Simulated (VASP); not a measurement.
GaS3, 4 atoms in the cell. The structure is cubic, space group Pm-3m (No. 221). The conventional cell has a = 4.110 Å, b = 4.110 Å, c = 4.110 Å, α = 90.00°, β = 90.00°, γ = 90.00°. Within 3.8 Å of Ga (site symmetry m-3m) lie 12 S at 2.91 Å. Within 3.8 Å of S (site symmetry 4/mmm) lie 4 Ga at 2.91 Å and 8 S at 2.91 Å. The cell was built from a structure type or drawn by symmetry, and may not be a known phase.

```yaml
Program: VASP 6.6.1
Task: relaxation of cell and atoms
Functional: PBE
Potentials_or_basis: VASP PAW PBE potentials, release 64 (Ga_d, S)
Cutoff: 600 eV
k_mesh: 12 × 12 × 12
Occupations: gaussian, width 0.1 eV
Spin: no spin polarisation
Dipole_correction: no
Further_INCAR_settings: ALGO = Normal; EDIFF = 1e-06; IBRION = 2; EDIFFG = -0.01; NSW = 100; ISIF = 3
```

Potentials or basis: VASP PAW PBE potentials, release 64 (Ga_d, S).

Launch:

```sh
$ cat potpaw_PBE.64/Ga_d/POTCAR potpaw_PBE.64/S/POTCAR > POTCAR
$ mpirun -np 1 vasp_std > vasp.out
```

Hardware: 1 thread of Intel(R) Xeon(R) 6975P-C (Granite Rapids), with other jobs on the host.

Task: Estimate the wall time of this run.

Result: Wall time 59 s on 1 thread of Intel(R) Xeon(R) 6975P-C (Granite Rapids), with other jobs on the host, peak memory 0.29 GiB. Counts: scf iterations 18, k points 84, ion steps 2.
